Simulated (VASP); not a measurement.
Runs of VASP 6.6.1 on AlN. The structure is that of space group P2_1 (No. 4), or close to it. The cells are those of the table. 

```csv
cell,gap on the mesh (eV),pressure (GPa),largest force (eV/Å)
"a = 3.011, b = 3.011, c = 4.820 Å, angles 90.0, 90.0, 120.0°, 4 atoms",4.85,19.2,0.50
"a = 3.037, b = 3.037, c = 4.861 Å, angles 90.0, 90.0, 120.0°, 4 atoms",4.79,12.3,0.50
"a = 3.114, b = 3.114, c = 4.985 Å, angles 90.0, 90.0, 120.0°, 4 atoms",4.12,-4.7,0.49
"a = 3.063, b = 3.063, c = 4.903 Å, angles 90.0, 90.0, 120.0°, 4 atoms",(c),(b),0.50
"a = 3.089, b = 3.089, c = 4.944 Å, angles 90.0, 90.0, 120.0°, 4 atoms",4.33,(a),0.49
```

Alike in all rows: task single point; level LDA; potentials or basis VASP PAW LDA potentials, release 64 (Al, N); no spin polarisation; k mesh 9 × 9 × 6; cutoff (eV) 520; smearing gaussian 0.05 eV.

Task: Estimate the missing entries.

Result: (a) 0.4; (b) 6.0; (c) 4.56.

A k mesh can miss the band edges.
